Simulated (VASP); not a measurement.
Runs of VASP 6.6.1 on Mo. The structure is that of space group I4/mmm (No. 139), or close to it. The cells are those of the table. 

```csv
cell,further INCAR settings,gap on the mesh (eV),pressure (GPa)
"a = 2.633 Å, angles 115.1, 106.8, 106.8°, 1 atom",ALGO = Fast; EDIFF = 1e-07; NBANDS = 13,none,(a)
"a = 2.791 Å, angles 105.5, 111.5, 111.5°, 1 atom",ALGO = Fast; EDIFF = 1e-06; NBANDS = 13,none,-11.5
"a = 2.655 Å, angles 113.6, 107.4, 107.4°, 1 atom",ALGO = Fast; EDIFF = 1e-06; NBANDS = 13,none,(b)
"a = 2.815 Å, angles 104.2, 112.1, 112.1°, 1 atom",ALGO = Fast; EDIFF = 1e-06; NBANDS = 13,none,-15.6
"a = 2.803 Å, angles 104.9, 111.8, 111.8°, 1 atom",ALGO = Fast; EDIFF = 1e-07; NBANDS = 13,none,-13.7
```

Alike in all rows: task single point; level PBE; potentials or basis VASP PAW PBE potentials, release 64 (Mo_sv); no spin polarisation; k mesh 22 × 22 × 22; cutoff (eV) 520; smearing gaussian 0.15 eV.

Fill in the values left out.

(a) 43.7; (b) 32.0.

Caveats: the stress differs along the axes, from 31 to 70 GPa (at least some runs); the stress differs along the axes, from -23 to -6 GPa (at least some runs); the stress differs along the axes, from 23 to 51 GPa (at least some runs); the stress differs along the axes, from -29 to -9 GPa (at least some runs); the stress differs along the axes, from -26 to -7 GPa (at least some runs).

A k mesh can miss the band edges, and the runs leave out spin-orbit coupling on Mo.

A gap of «none» marks levels without a gap at the run's occupations.
